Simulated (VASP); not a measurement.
# Re (P6/mmm) in VASP: notebook

Runs on Re. Level: PBE. Tasks: single point.

Everything below comes from runs of VASP 6.6.1. Logs are shortened: lines on timing, memory, paths and dates and some standing lists are left out, and cuts for length are marked.

## Step 1: The cell of the first run

It takes space group P6/mmm (No. 191, hexagonal). Conventional cell: a = 2.272 Å, b = 2.272 Å, c = 2.072 Å, α = 90.00°, β = 90.00°, γ = 120.00°. Re (site symmetry 6/mmm) has 8 Re at 2.07 to 2.27 Å within 2.7 Å.

## Step 2: Single point, PBE

INCAR reads:

```
SYSTEM = Re
PREC     = Accurate       ! precision mode
ENCUT    = 520            ! plane-wave cutoff, eV
EDIFF    = 1E-7           ! SCF threshold, eV
ISMEAR   = -1             ! smearing method
SIGMA    = 0.08           ! smearing width, eV
LREAL    = .FALSE.        ! projectors in reciprocal space
LASPH    = .TRUE.         ! aspherical terms in the spheres
NELM     = 100            ! most SCF steps
ALGO     = Normal         ! electronic algorithm
ISIF     = 2              ! what is computed and relaxed
LWAVE    = .FALSE.        ! write WAVECAR
LCHARG   = .FALSE.        ! write CHGCAR
GGA      = PE             ! functional
NBANDS   = 10             ! bands
```

KPOINTS reads:

```
Automatic mesh
0
G
  19 19 18
  0 0 0
```

POSCAR reads:

```
Re
1.0
    2.2719069431      0.0000000000      0.0000000000
   -1.1359534715      1.9675291278      0.0000000000
    0.0000000000      0.0000000000      2.0724062939
Re
1
Direct
    0.0000000000      0.0000000000      0.0000000000
```

Potentials or basis: VASP PAW PBE potentials, release 64 (Re).

Started as:

```bash
> cat potpaw_PBE.64/Re/POTCAR > POTCAR
> mpirun -np 1 vasp_std > vasp.out
```

OUTCAR:

```text
SYSTEM = Re
   PREC = Accurate
   ENCUT = 520
   EDIFF = 1E-7
   ISMEAR = -1
   LREAL = .FALSE.
   LASPH = .TRUE.
   NELM = 100
   ISIF = 2
   GGA = PE

 ion  position               nearest neighbor table
   1  0.000  0.000  0.000-

  LATTYP: Found a hexagonal cell.
 ALAT       =     2.2719069431
 C/A-ratio  =     0.9121880191

  Lattice vectors:

 A1 = (   2.2719069431,   0.0000000000,   0.0000000000)
 A2 = (  -1.1359534715,   1.9675291278,   0.0000000000)
 A3 = (   0.0000000000,   0.0000000000,   2.0724062939)

Analysis of symmetry for initial positions (statically):
=====================================================================
 Subroutine PRICEL returns:
 Original cell was already a primitive cell.

 Routine SETGRP: Setting up the symmetry group for a
 hexagonal supercell.

 Subroutine GETGRP returns: Found 24 space group operations
 (whereof 24 operations were pure point group operations)
 out of a pool of 24 trial point group operations.

The static configuration has the point symmetry D_6h.

Analysis of symmetry for dynamics (positions and initial velocities):
=====================================================================
 Subroutine PRICEL returns:
 Original cell was already a primitive cell.

 Routine SETGRP: Setting up the symmetry group for a
 hexagonal supercell.

 Subroutine GETGRP returns: Found 24 space group operations
 (whereof 24 operations were pure point group operations)
 out of a pool of 24 trial point group operations.

The dynamic configuration has the point symmetry D_6h.

 Subroutine INISYM returns: Found 24 space group operations
 (whereof 24 operations are pure point group operations),
 and found     1 'primitive' translations

----------------------------------------------------------------------------------------

                                     Primitive cell

  volume of cell :       9.2637

  direct lattice vectors                    reciprocal lattice vectors
     2.271906943  0.000000000  0.000000000     0.440158873  0.254125844  0.000000000
    -1.135953471  1.967529128  0.000000000     0.000000000  0.508251688  0.000000000
     0.000000000  0.000000000  2.072406294     0.000000000  0.000000000  0.482530864

  length of vectors
     2.271906943  2.271906943  2.072406294     0.508251688  0.508251688  0.482530864

  position of ions in fractional coordinates (direct lattice)
     0.000000000  0.000000000  0.000000000

  ion indices of the primitive-cell ions
   primitive index   ion index
                 1           1

----------------------------------------------------------------------------------------

 KPOINTS: Automatic mesh

Automatic generation of k-mesh.
 Grid dimensions read from file:
 generate k-points for:   19   19   18

 Generating k-lattice:

  Cartesian coordinates                     Fractional coordinates (reciprocal lattice)
     0.023166256  0.013375044  0.000000000     0.052631579  0.000000000  0.000000000
     0.000000000  0.026750089  0.000000000     0.000000000  0.052631579  0.000000000
     0.000000000  0.000000000  0.026807270     0.000000000  0.000000000  0.055555556

  Length of vectors
     0.026750089  0.026750089  0.026807270

  Shift w.r.t. Gamma in fractional coordinates (k-lattice)
     0.000000000  0.000000000  0.000000000

 Subroutine IBZKPT returns following result:
 ===========================================

 Found    400 irreducible k-points:

 Following reciprocal coordinates:
            Coordinates               Weight
  0.000000  0.000000  0.000000      1.000000
  0.052632 -0.000000  0.000000      6.000000
  0.105263 -0.000000  0.000000      6.000000
  0.157895  0.000000  0.000000      6.000000
  0.210526  0.000000  0.000000      6.000000
  0.263158  0.000000  0.000000      6.000000
[... 16 lines left out ...]
  0.263158  0.105263  0.000000     12.000000
  0.315789  0.105263  0.000000     12.000000
 [... further k-points ...]
   k-points           NKPTS =    400   k-points in BZ     NKDIM =    400   number of bands    NBANDS=     10
   number of dos      NEDOS =    301   number of ions     NIONS =      1
   total plane-waves  NPLWV =   5184
   dimension x,y,z NGX =    18 NGY =   18 NGZ =   16
   dimension x,y,z NGXF=    36 NGYF=   36 NGZF=   32
   ions per type =               1
   NGX,Y,Z   is equivalent  to a cutoff of  13.17, 13.17, 12.84 a.u.
   NGXF,Y,Z  is equivalent  to a cutoff of  26.34, 26.34, 25.67 a.u.
 SYSTEM =  Re
   PREC   = accura    normal or accurate (medium, high low for compatibility)
   ISTART =      0    job   : 0-new  1-cont  2-samecut
   ICHARG =      2    charge: 1-file 2-atom 10-const
   ISPIN  =      1    spin polarized calculation?
   LNONCOLLINEAR =      F non collinear calculations
   LSORBIT =      F    spin-orbit coupling
   LASPH  =      T    aspherical Exc in radial PAW
   ENCUT  =  520.0 eV  38.22 Ry    6.18 a.u.   4.22  4.22  3.85*2*pi/ulx,y,z
   NELM   =    100;   NELMIN=  2; NELMDL= -5     # of ELM steps
   EDIFF  = 0.1E-06   stopping-criterion for ELM
   LREAL  =      F    real-space projection
   EDIFFG = 0.1E-05   stopping-criterion for IOM
   NSW    =      0    number of steps for IOM
   IBRION =     -1    ionic relax: 0-MD 1-quasi-New 2-CG
   NFREE  =      0    steps in history (QN), initial steepest desc. (CG)
   ISIF   =      2    stress and relaxation
   ISYM   =      2    0-nonsym 1-usesym 2-fastsym
   POTIM  = 0.5000    time-step for ionic-motion
   TEBEG  =    0.0;   TEEND  =   0.0 temperature during run
   PSTRESS=    0.0 pullay stress
   NELECT =       7.0000    total number of electrons
   NUPDOWN=      -1.0000    fix difference up-down
   EMIN   =  10.00;   EMAX   =-10.00  energy-range for DOS
   EFERMI =   0.00;   METHOD = LEGACY
   ISMEAR =    -1;   SIGMA  =   0.08  broadening in eV -4-tet -1-fermi 0-gaus
   EFERMI_NEDOS =   21; number of points for ismear=-14 and -15
   IALGO  =     38    algorithm
   IMIX   =      4    mixing-type and parameters
     AMIX     =   0.40;   BMIX     =  1.00
     AMIX_MAG =   1.60;   BMIX_MAG =  1.00
  volume/ion in A,a.u.               =       9.26        62.51
  Fermi-wavevector in a.u.,A,eV,Ry     =   1.491118  2.817804 30.251636  2.223432
  Thomas-Fermi vector in A             =   2.603814
   LORBIT       =      0    0 simple, 1 ext, 2 COOP (PROOUT), +10 PAW based schemes
   GGA     = PE    functional components
   LHFCALC =     F    Hartree Fock is set to
   AEXX    =    0.0000 exact exchange contribution
   IVDW    =     0    specifies the selected vdW correction
   LEPSILON=     F    determine dielectric tensor
   LRPA    =     F    only Hartree local field effects (RPA)
 non-spin polarized calculation
  energy-cutoff  :      520.00
  volume of cell :        9.26
 maximum number of plane-waves:       266
 NGX is ok and might be reduce to    18
   NGX =  9   NGY =  9   NGZ =  7

 number of electron       7.0000000 magnetization

 Free energy of the ion-electron system (eV)
  ---------------------------------------------------
  ext. energy  EPLUGINS =         0.00000000
  ---------------------------------------------------
  free energy    TOTEN  =        -4.25287595 eV

  energy without entropy =       -4.23948475  energy(sigma->0) =       -4.24618035

 E-fermi :  15.8289     XC(G=0): -16.3089

 val. band max:       15.8244072568   @ k =   0.2632   0.0000   0.2778
 cond. band min:      15.8301094286   @ k =   0.3158  -0.0000   0.2778
 fundamental gap:      0.0057021718
 Fermi energy:        15.8289010750

 k-point     1 :       0.0000    0.0000    0.0000
  band No.  band energies     occupation
      1       2.2460      2.00000
      2       4.6597      2.00000
      3      11.1994      2.00000
      4      11.1994      2.00000
      5      24.2984      0.00000
      6      24.2984      0.00000
      7      28.9343      0.00000
      8      38.1054      0.00000
      9      45.1764      0.00000
     10      45.1768      0.00000

 k-point     2 :       0.0526   -0.0000    0.0000
  band No.  band energies     occupation
      1       2.4955      2.00000
      2       4.7562      2.00000
      3      10.9371      2.00000
      4      11.4257      2.00000
      5      23.9067      0.00000
      6      24.2407      0.00000
      7      29.5129      0.00000
      8      38.6369      0.00000
      9      43.8240      0.00000
     10      44.8301      0.00000

 k-point     3 :       0.1053   -0.0000    0.0000
  band No.  band energies     occupation
      1       3.1658      2.00000
      2       5.0538      2.00000
      3      10.3046      2.00000
      4      12.0963      2.00000
      5      22.9000      0.00000
      6      24.0763      0.00000
      7      31.1200      0.00000
      8      40.0343      0.00000
      9      41.4371      0.00000
     10      43.9375      0.00000

 k-point     4 :       0.1579    0.0000    0.0000
  band No.  band energies     occupation
      1       4.0074      2.00000
      2       5.5290      2.00000
      3       9.7197      2.00000
      4      13.1870      2.00000
      5      21.5916      0.00000
      6      23.8287      0.00000
      7      33.4602      0.00000
      8      39.0169      0.00000
      9      41.8735      0.00000
     10      42.7544      0.00000
[... 222 lines left out ...]
 k-point    22 :       0.2105    0.1053    0.0000
  band No.  band energies     occupation
      1       5.7063      2.00000
      2       6.4544      2.00000
      3       9.7170      2.00000
      4      17.7548      0.00000
      5      18.8042      0.00000
      6      22.7425      0.00000
      7      34.6221      0.00000
      8      37.3033      0.00000
      9      41.8224      0.00000
     10      46.5349      0.00000

 k-point    23 :       0.2632    0.1053    0.0000
  band No.  band energies     occupation
      1       5.5490      2.00000
      2       6.5352      2.00000
      3      11.4844      2.00000
      4      17.8467      0.00000
      5      19.8268      0.00000
      6      22.3437      0.00000
      7      33.2658      0.00000
      8      36.3808      0.00000
      9      42.8259      0.00000
     10      46.0835      0.00000

 k-point    24 :       0.3158    0.1053    0.0000
  band No.  band energies     occupation
      1       5.0112      2.00000
      2       7.0025      2.00000
      3      13.3398      2.00000
      4      17.0826      0.00000
      5      21.7995      0.00000
      6      22.0120      0.00000
      7      32.4121      0.00000
      8      35.0945      0.00000
      9      41.3524      0.00000
     10      46.1547      0.00000

 [... further k-points ...]

------------------------ aborting loop because EDIFF is reached ----------------------------------------

  FORCE on cell =-STRESS in cart. coord.  units (eV):
  Direction    XX          YY          ZZ          XY          YZ          ZX
  --------------------------------------------------------------------------------------
  -------------------------------------------------------------------------------------
  Total       31.6252125     31.6252125     27.9250252      0.0000000      0.0000000     -0.0000000
  in kB     5469.6233676   5469.6233679   4829.6709589      0.0000001      0.0000000     -0.0000000
  external PRESSURE =    5256.3058981 kB  Pullay stress =       0.0000000 kB

 VOLUME and BASIS-vectors are now :
 -----------------------------------------------------------------------------
  energy-cutoff  :      520.00
  volume of cell :        9.26
      direct lattice vectors                 reciprocal lattice vectors
     2.271906943  0.000000000  0.000000000     0.440158873  0.254125844  0.000000000
    -1.135953471  1.967529128  0.000000000     0.000000000  0.508251688  0.000000000
     0.000000000  0.000000000  2.072406294     0.000000000  0.000000000  0.482530864

 POSITION                                       TOTAL-FORCE (eV/Angst)
 -----------------------------------------------------------------------------------
      0.00000      0.00000      0.00000        -0.000000      0.000000      0.000000
 -----------------------------------------------------------------------------------
    total drift:                               -0.000000     -0.000000      0.000000

  FREE ENERGIE OF THE ION-ELECTRON SYSTEM (eV)
  ---------------------------------------------------
  free  energy   TOTEN  =        -4.2528759550 eV

  energy  without entropy=       -4.2394847523  energy(sigma->0) =       -4.24618035
```

It took 24 s on 1 thread of Intel Xeon Platinum 8559C (Emerald Rapids), shared host; peak memory 0.15 GiB.

What came out:

```
Free energy : -4.2529 eV
Pressure    : 525.6 GPa
```

Levels at points of the mesh, in eV from the Fermi level:
```csv
k point,band 1,band 2,band 3,band 4,band 5,band 6,band 7
"(0.00, 0.00, 0.00)",-13.58,-11.17,-4.63,-4.63,8.47,8.47,13.11
"(0.00, 0.00, 0.50)",-8.78,-2.33,-2.33,-1.10,-1.10,-0.76,19.02
```

Caveat: spin-orbit coupling is left out, which moves the levels of the heavy elements.

## Step 3: Single point, PBE

INCAR reads:

```
SYSTEM = Re
PREC     = Accurate       ! precision mode
ENCUT    = 520            ! plane-wave cutoff, eV
EDIFF    = 1E-6           ! SCF threshold, eV
ISMEAR   = -1             ! smearing method
SIGMA    = 0.08           ! smearing width, eV
LREAL    = .False.        ! projectors in reciprocal space
LASPH    = .True.         ! aspherical terms in the spheres
NELM     = 80             ! most SCF steps
ALGO     = Normal         ! electronic algorithm
ISIF     = 2              ! what is computed and relaxed
LWAVE    = .False.        ! write WAVECAR
LCHARG   = .True.         ! write CHGCAR
GGA      = PE             ! functional
LELF     = .True.         ! ELF
LVHAR    = .True.       
NBANDS   = 10             ! bands
```

KPOINTS reads:

```
regular mesh
0
Gamma
  19 19 18
  0 0 0
```

POSCAR reads:

```
Re
1.0
    2.2709167738      0.0000000000      0.0000000000
   -1.1354583869      1.9666716160      0.0000000000
    0.0000000000      0.0000000000      2.0706384624
Re
1
Direct
    0.0000000000      0.0000000000      0.0000000000
```

Potentials or basis: VASP PAW PBE potentials, release 64 (Re).

Started as:

```bash
> cat potpaw_PBE.64/Re/POTCAR > POTCAR
> mpirun -np 1 vasp_std > vasp.out
```

It took 20 s on 1 thread of Intel Xeon Platinum 8559C (Emerald Rapids), shared host; peak memory 0.15 GiB.

The run converged. Its results:

- Free energy: -4.2013 eV
- Pressure: 528.9 GPa

Stress tensor (GPa, compression positive):
```
550.03   0.00   0.00
  0.00 550.03   0.00
  0.00   0.00 486.67
```

Levels at points of the mesh, in eV from the Fermi level:
```
           k point  band 1  band 2  band 3  band 4  band 5  band 6
(0.00, 0.00, 0.00)  -13.59  -11.19   -4.64   -4.64    8.49    8.49
(0.00, 0.00, 0.50)   -8.79   -2.33   -2.33   -1.12   -1.12   -0.75
```

Caveat: spin-orbit coupling is left out, which moves the levels of the heavy elements.

## Step 4: Single point, PBE

INCAR reads:

```
SYSTEM = Re
PREC     = Accurate       ! precision mode
ENCUT    = 500            ! plane-wave cutoff, eV
EDIFF    = 1E-6           ! SCF threshold, eV
ISMEAR   = -1             ! smearing method
SIGMA    = 0.08           ! smearing width, eV
LREAL    = .FALSE.        ! projectors in reciprocal space
LASPH    = .TRUE.         ! aspherical terms in the spheres
NELM     = 120            ! most SCF steps
ALGO     = Normal         ! electronic algorithm
ISIF     = 2              ! what is computed and relaxed
LWAVE    = .FALSE.        ! write WAVECAR
LCHARG   = .FALSE.        ! write CHGCAR
GGA      = PE             ! functional
NBANDS   = 14             ! bands
GGA_COMPAT= .FALSE.
```

KPOINTS reads:

```
Automatic mesh
0
G
  19 19 18
  0 0 0
```

POSCAR reads:

```
Re
1.0
    2.2719069431      0.0000000000      0.0000000000
   -1.1359534715      1.9675291278      0.0000000000
    0.0000000000      0.0000000000      2.0724062939
Re
1
Direct
    0.0000000000      0.0000000000      0.0000000000
```

Potentials or basis: VASP PAW PBE potentials, release 64 (Re_sv_GW).

Started as:

```bash
> cat potpaw_PBE.64/Re_sv_GW/POTCAR > POTCAR
> mpirun -np 1 vasp_std > vasp.out
```

Wall time 16 s (1 thread of Intel Xeon 6975P-C (Granite Rapids), shared host); peak memory 0.17 GiB.

It converged, with:

| Property | Result |
| --- | --- |
| Free energy | -5.6998 eV |
| Pressure | 543.6 GPa |

Stress tensor (GPa, compression positive):
```
541.99   0.00   0.00
  0.00 541.99   0.00
  0.00   0.00 546.73
```

Levels at points of the mesh, in eV from the Fermi level:
```csv
k point,band 5,band 6,band 7,band 8,band 9,band 10
"(0.00, 0.00, 0.00)",-13.28,-11.05,-4.59,-4.59,8.40,8.40
"(0.00, 0.00, 0.50)",-8.47,-2.34,-2.34,-1.11,-1.11,-0.94
```

Caveat: spin-orbit coupling is left out, which moves the levels of the heavy elements.

## Step 5: Overview

| potentials or basis | cell | cutoff (eV) | second run | gap on the mesh (eV) | pressure (GPa) |
| --- | --- | --- | --- | --- | --- |
| VASP PAW PBE potentials, release 64 (Re) | a = 2.272, b = 2.272, c = 2.072 Å, angles 90.0, 90.0, 120.0°, 1 atom | 520 | - | none | 525.6 |
| VASP PAW PBE potentials, release 64 (Re) | a = 2.271, b = 2.271, c = 2.071 Å, angles 90.0, 90.0, 120.0°, 1 atom | 520 | - | none | 528.9 |
| VASP PAW PBE potentials, release 64 (Re_sv_GW) | a = 2.272, b = 2.272, c = 2.072 Å, angles 90.0, 90.0, 120.0°, 1 atom | 500 | valence_matched | none | 543.6 |

Alike in all rows: task single point; level PBE; no spin polarisation; k mesh 19 × 19 × 18; smearing fermi-dirac 0.08 eV.

Caveats: spin-orbit coupling is left out, which moves the levels of the heavy elements.

Total energies depend on the potentials used, so only differences within one code and one set of settings carry meaning.
